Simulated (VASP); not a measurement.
TiSi2: single point with LDA

TiSi2:

```
Ti Si
1.0
     0.00000    4.06948    4.21012
     2.36587    0.00000    4.21012
     2.36587    4.06948    0.00000
Ti Si
2 4
Direct
  0.75000 0.75000 0.75000
  0.50000 0.50000 0.50000
  0.08514 0.41486 0.08514
  0.41486 0.08514 0.41486
  0.16486 0.83514 0.16486
  0.83514 0.16486 0.83514
```

```
Program             : VASP 6.6.1
Task                : single point
Functional          : LDA
Potentials or basis : VASP PAW LDA potentials, release 64 (Ti_sv, Si)
Cutoff              : 520 eV
k mesh              : 6 × 6 × 6
Occupations         : fermi-dirac, width 0.1 eV
Spin                : no spin polarisation
```

The pressure is 0.2 GPa, the largest force is 0.005 eV/Å and the band gap on the k mesh is zero (bands 20 and 21 overlap by 1.77 eV).

Forces in eV/Å, atoms in the order of the input:
```
Ti   0.000  0.000  0.000
Ti   0.000  0.000  0.000
Si   0.000  0.005  0.000
Si   0.000 -0.005  0.000
Si   0.000 -0.005  0.000
Si   0.000  0.005  0.000
```

Stress tensor (GPa, compression positive):
```
0.19 0.00 0.00
0.00 0.22 0.00
0.00 0.00 0.33
```

Levels at points of the mesh, in eV from the Fermi level:
```
           k point  band 18  band 19  band 20  band 21  band 22  band 23
(0.00, 0.00, 0.00)    -2.01    -1.76    -1.43    -1.01     2.06     3.20
(0.50, 0.00, 0.00)    -1.16    -0.09     0.10     1.02     1.39     1.76
(0.50, 0.50, 0.00)    -1.59    -1.07    -1.07     0.77     0.77     3.31
(0.50, 0.00, 0.50)    -2.37    -0.94    -0.94     1.26     1.26     3.40
(0.00, 0.50, 0.50)    -1.26    -0.71    -0.71     0.87     0.87     2.34
```

Wall time 50 s on 1 thread of Intel(R) Xeon(R) 6975P-C (Granite Rapids), with other jobs on the host, peak memory 0.24 GiB.
